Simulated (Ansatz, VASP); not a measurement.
# Two plane-wave programs on In3As

```
CELL_PARAMETERS angstrom
6.66256 0.00000 0.00000
-3.33128 5.76994 0.00000
0.00000 0.00000 5.34773
ATOMIC_POSITIONS crystal
In 0.83300 0.66600 0.25000
In 0.16700 0.83300 0.75000
In 0.33400 0.16700 0.25000
In 0.16700 0.33400 0.75000
In 0.83300 0.16700 0.25000
In 0.66600 0.83300 0.75000
As 0.33333 0.66667 0.25000
As 0.66667 0.33333 0.75000
```

Alike in both runs: task single point; functional PBE; k mesh 3 × 3 × 4; occupations gaussian, width 0.1 eV; no spin polarisation.

```csv
,VASP,Ansatz
version,VASP 6.6.1,Ansatz 0.2.0
potentials or method,"VASP PAW PBE potentials, release 64 (In_d, As), cutoff 520 eV","scalar-relativistic, plane waves, PAW"
valence electrons in the cell,88,108
```

```csv
,VASP,Ansatz,Ansatz less VASP
gap on the k mesh at the Fermi level (eV),none,none,-
pressure (GPa),-0.2,-0.2,0.00
"traceless stress, the component that is largest in VASP (GPa)",1.93,1.93,+0.002
rms of the force components (eV/Å),0.138,0.138,+0.0005
```

Atom by atom the forces differ by 0.000 eV/Å (rms over components). A gap of «none» marks a metal or a gap that the smearing closes. With one functional, cell and mesh, what is left measures potentials, basis and numerics. VASP's potentials hold 88 valence electrons a cell and Ansatz's 108, so a difference there can come from the potentials and not from the codes.

The k mesh is coarse, so the values compare programs but aren't converged.
